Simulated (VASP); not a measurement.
Set up this calculation in VASP 6.6.1, as the native input.

| Item | Value |
| --- | --- |
| Task | relaxation of cell and atoms |
| Functional | PBE |
| Potentials or basis | VASP PAW PBE potentials, release 64 (Al) |
| Cutoff | 600 eV |
| k mesh | 8 × 8 × 2 |
| Occupations | gaussian, width 0.2 eV |
| Spin | no spin polarisation |
| Dipole correction | no |
| Further INCAR settings | ALGO = Fast; EDIFF = 1e-07; IBRION = 2; EDIFFG = -0.025; NSW = 80; ISIF = 3 |

The structure of Al lies in POSCAR:

```
Al
1.0
   -1.3347485598      2.5154674952      0.1073778624
   -2.8711489951      0.0663324978      0.1078317447
   -0.5953099646      0.5490993895     14.0272152154
Al
6
Direct
    0.5967841913      0.6180913020      0.1679907690
    0.1068740666      0.1448021578      0.6634964333
    0.8688193533      0.8959033445      0.3295961296
    0.4061069367      0.3616992359      0.8361900402
    0.0000715323      0.0161995957      0.0062592560
    0.5213439197      0.4633043641      0.4964673719
```

The input as run:

INCAR

```
PREC = Accurate
ENCUT = 600
EDIFF = 1E-7
ISMEAR = 0
SIGMA = 0.2
LREAL = False
LASPH = True
NELM = 100
ALGO = Fast
ISIF = 3
LWAVE = False
LCHARG = False
GGA = PE
IBRION = 2
NSW = 80
EDIFFG = -0.025
```

KPOINTS

```
regular mesh
0
Gamma
  8 8 2
```

Potentials or basis: VASP PAW PBE potentials, release 64 (Al).

Launch:

```console
$ cat potpaw_PBE.64/Al/POTCAR > POTCAR
$ mpirun -np 1 vasp_std > vasp.out
```

Results of the run:

```yaml
Relaxed_volume: 16.56 Å³/atom
Relaxed_cell: a = 2.840 Å, b = 2.863 Å, c = 14.084 Å, α = 86.03°, β = 85.14°, γ = 60.59°
Space_group_after_relaxing_to_0.1_Å: C2/m (No. 12)
Energy_gained_by_relaxing: 6.8 meV/atom
Ionic_steps: 9
Pressure_after_relaxing: 0.0 GPa
Largest_force_after_relaxing: 0.024 eV/Å
```

Caveat: the highest band is partly filled, so the run has too few bands.

It took 8.6 min on 1 thread of Intel(R) Xeon(R) Platinum 8259CL CPU @ 2.50GHz (Skylake/Cascade Lake), with other jobs on the host, peak memory 0.29 GiB.
